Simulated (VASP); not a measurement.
**HfO2: single point with r2SCAN**

HfO2:

```
Hf O
1.0
     0.00000    2.52918    2.52918
     2.52918    0.00000    2.52918
     2.52918    2.52918    0.00000
Hf O
1 2
Direct
  0.00000 0.00000 0.00000
  0.25000 0.25000 0.25000
  0.75000 0.75000 0.75000
```

* Program: VASP 6.6.1
* Task: single point
* Functional: r2SCAN
* Potentials or basis: VASP PAW PBE potentials, release 64 (Hf_pv, O)
* Cutoff: 520 eV
* k mesh: 8 × 8 × 8
* Occupations: gaussian, width 0.01 eV
* Spin: no spin polarisation

```yaml
Pressure: -3.9 GPa
Band_gap_on_the_k_mesh: 4.32 eV, direct
```

Levels at points of the mesh, in eV from the valence-band top:
```
           k point  band 9  band 10  band 11  band 12  band 13  band 14
(0.00, 0.00, 0.00)   -0.64    -0.64    -0.64     4.42     4.42     6.52
(0.50, 0.00, 0.00)   -2.82    -1.90    -1.90     5.13     5.13     7.56
(0.50, 0.50, 0.00)   -1.56    -1.56     0.00     4.32     6.05     7.24
```

Run time: 49 s on 1 thread of Intel(R) Xeon(R) Platinum 8375C CPU @ 2.90GHz (Ice Lake), on a shared host, peak memory 0.17 GiB.

Caveat: the PAW data sets were made with another functional, which shifts forces and pressure a little; spin-orbit coupling is left out, which moves the levels of the heavy elements. A k mesh can miss the band edges.
